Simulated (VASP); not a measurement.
Here is a VASP 6.6.1 calculation.

INCAR

```
ALGO = Normal
DIPOL = 0.5 0.5 0.270
EDIFF = 1E-7
ENCUT = 520
GGA = PE
IDIPOL = 3
ISIF = 2
ISMEAR = 0
LASPH = True
LCHARG = False
LDIPOL = True
LREAL = False
LWAVE = False
NBANDS = 10
NELM = 80
PREC = Accurate
SIGMA = 0.1
```

Contents of KPOINTS:

```
k-points
0
Gamma
  6 6 1
```

File POSCAR:

```
Be2Al
1.0
    2.5740397766      0.0000000000      0.0000000000
    0.0000000000      2.5740397766      0.0000000000
    0.0000000000      0.0000000000     29.6498463564
Be Al
2 1
Direct
    1.0000000000      1.0000000000      0.3260007090
    1.0000000000      1.0000000000      0.2136310924
    0.5000000000      0.5000000000      0.2698159007
```

Potentials or basis: VASP PAW PBE potentials, release 64 (Be, Al).

Command:

```sh
$ cat potpaw_PBE.64/Be/POTCAR potpaw_PBE.64/Al/POTCAR > POTCAR
$ mpirun -np 1 vasp_std > vasp.out
```

Problem. Estimate the largest force.

Solution. 0.017 eV/Å.

Forces on the atoms (eV/Å):
```
Be   0.000  0.000  0.017
Be   0.000  0.000 -0.017
Al   0.000  0.000  0.000
```

Caveat: the k points lie up to 0.41 Å⁻¹ apart.
